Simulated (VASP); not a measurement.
**Sb: single point with PBE**

Crystal: Sb.

```xyz
8
Lattice="12.7287 0.0000 0.0000 0.0000 4.3528 0.0000 0.0000 0.0000 4.5960" Properties=species:S:1:pos:R:3 pbc="T T T"
Sb    1.6313    1.0882    1.4807
Sb    4.7331    3.2646    3.7787
Sb    7.9956    1.0882    0.8173
Sb   11.0974    3.2646    3.1153
Sb    1.7628    3.2646    3.4597
Sb    4.6015    1.0882    1.1617
Sb    8.1272    3.2646    3.4343
Sb   10.9658    1.0882    1.1363
```

| Property | Result |
| --- | --- |
| Program | VASP 6.6.1 |
| Task | single point |
| Functional | PBE |
| Potentials or basis | VASP PAW PBE potentials, release 64 (Sb) |
| Cutoff | 520 eV |
| k mesh | 2 × 4 × 4 |
| Occupations | gaussian, width 0.1 eV |
| Spin | no spin polarisation |

```yaml
Pressure: 0.0 GPa
Largest_force: 0.113 eV/Å
Band_gap_on_the_k_mesh: 0.31 eV, direct
```

Forces in eV/Å, atoms in the order of the input:
```
Sb   0.093  0.000  0.065
Sb  -0.093  0.000  0.065
Sb   0.093  0.000 -0.065
Sb  -0.093  0.000 -0.065
Sb   0.066  0.000 -0.079
Sb  -0.066  0.000 -0.079
Sb   0.066  0.000  0.079
Sb  -0.066  0.000  0.079
```

Stress tensor (GPa, compression positive):
```
-0.21  0.00  0.00
 0.00  0.67  0.00
 0.00  0.00 -0.35
```

Levels at points of the mesh, in eV from the valence-band top:
```csv
k point,band 17,band 18,band 19,band 20,band 21,band 22,band 23,band 24
"(0.00, 0.00, 0.00)",-1.28,-1.27,-1.24,-1.09,1.64,1.96,2.47,2.56
"(0.50, 0.00, 0.00)",-1.58,-1.58,-0.02,-0.02,1.07,1.07,2.13,2.13
"(0.00, 0.50, 0.00)",-0.88,-0.88,-0.37,-0.37,0.47,0.47,0.54,0.54
"(0.50, 0.50, 0.00)",-0.88,-0.88,-0.88,-0.88,0.71,0.71,0.71,0.71
"(0.00, 0.00, 0.50)",-0.56,-0.56,0.00,0.00,0.31,0.31,0.78,0.78
"(0.50, 0.00, 0.50)",-0.44,-0.44,-0.31,-0.31,0.89,0.89,1.18,1.18
"(0.00, 0.50, 0.50)",-2.90,-2.90,-0.26,-0.26,0.79,0.79,2.84,2.84
"(0.50, 0.50, 0.50)",-1.90,-1.90,-1.90,-1.90,2.55,2.55,2.55,2.55
```

Wall time 2.1 min on 1 thread of Intel(R) Xeon(R) Platinum 8488C (Sapphire Rapids), on a shared host, peak memory 0.37 GiB.

Caveat: spin-orbit coupling is left out, which moves the levels of the heavy elements. A k mesh can miss the band edges.
